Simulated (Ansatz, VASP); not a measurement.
**One calculation of KCl, two programs**

```xyz
2
Lattice="0.0000 3.1561 3.1561 3.1561 0.0000 3.1561 3.1561 3.1561 0.0000" Properties=species:S:1:pos:R:3 pbc="T T T"
K     0.0000    0.0000    0.0000
Cl    3.1561    3.1561    3.1561
```

Alike in both runs: task electric field gradients; functional LDA; k mesh 7 × 7 × 7; occupations fermi-dirac, width 0.03 eV; no spin polarisation.

|  | VASP | Ansatz |
| --- | --- | --- |
| version | VASP 6.6.1 | Ansatz 0.2.0 |
| potentials or method | VASP PAW LDA potentials, release 64 (K_sv, Cl) | PAW with Ansatz's default frozen-core files, scalar-relativistic |
| plane-wave cutoff (eV) | 520 | 420 |
| valence electrons in the cell | 16 | 16 |

Ansatz gave:

| Item | Value |
| --- | --- |
| gap on the k mesh at the Fermi level (eV) | 4.71 |
| pressure (GPa) | -2.1 |

Estimate VASP's values.

gap on the k mesh at the Fermi level (eV): 4.72; pressure (GPa): -2.0.

LDA's correlation is that of Perdew and Zunger in VASP and of Perdew and Wang (1992) in Ansatz.
